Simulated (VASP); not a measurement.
Crystal: TiTe.

```
CELL_PARAMETERS angstrom
3.63109 0.00000 0.00000
0.00000 3.63109 0.00000
0.00000 0.00000 3.63109
ATOMIC_POSITIONS crystal
Ti 0.00000 0.00000 0.00000
Te 0.50000 0.50000 0.50000
```

Base run:

```yaml
Program: VASP 6.6.1
Functional: LDA
Potentials_or_basis: VASP PAW LDA potentials, release 64 (Ti_sv, Te)
Cutoff: 500 eV
k_mesh: 5 × 5 × 5
Occupations: gaussian, width 0.05 eV
Spin: no spin polarisation
Hubbard_terms: Ti d U = 3.0 eV
```

Its results: pressure -14.1 GPa.

Q: The run is repeated on the same cell with these changes: spin from no spin polarisation to collinear spin; further incar settings from ALGO = Normal; EDIFF = 1e-06; NBANDS = 16 to ALGO = Normal; EDIFF = 1e-06; NBANDS = 20. What comes out?

A: Pressure -14.1 GPa; net moment 0.11 μB per cell; site moments Ti +0.10; Te -0.01 μB.

Caveats: the cell stands under tension; the U is typed as a test and isn't derived for this compound; U without spin polarisation on a metal has little footing (at least some runs); a moment this small can come from the mesh or the smearing (at least some runs).
